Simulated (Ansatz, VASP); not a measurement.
**One calculation of Sn3S, two programs**

```
Sn S
1.0
     4.57852    0.00000    0.00000
     0.00000    4.57852    0.00000
     0.00000    0.00000    4.57852
Sn S
3 1
Direct
  0.00000 0.50000 0.50000
  0.50000 0.00000 0.50000
  0.50000 0.50000 0.00000
  0.00000 0.00000 0.00000
```

Alike in both runs: task relaxation of cell and atoms; functional PBE; k mesh 10 × 10 × 10; occupations gaussian, width 0.1 eV; no spin polarisation.

```csv
,VASP,Ansatz
version,VASP 6.6.1,Ansatz 0.2.0
potentials or method,"VASP PAW PBE potentials, release 64 (Sn_d, S), cutoff 600 eV","scalar-relativistic, plane waves, PAW"
valence electrons in the cell,48,48
```

|  | VASP | Ansatz | Ansatz less VASP |
| --- | --- | --- | --- |
| gap on the k mesh at the Fermi level, each at its own relaxed structure (eV) | none | none | - |
| relaxed volume (Å³/atom) | 25.58 | 25.61 | +0.026 |
| relaxed cell length with the largest relative difference (Å) | 4.677 | 4.679 | +0.0016 |

A gap of «none» marks a metal or a gap that the smearing closes.
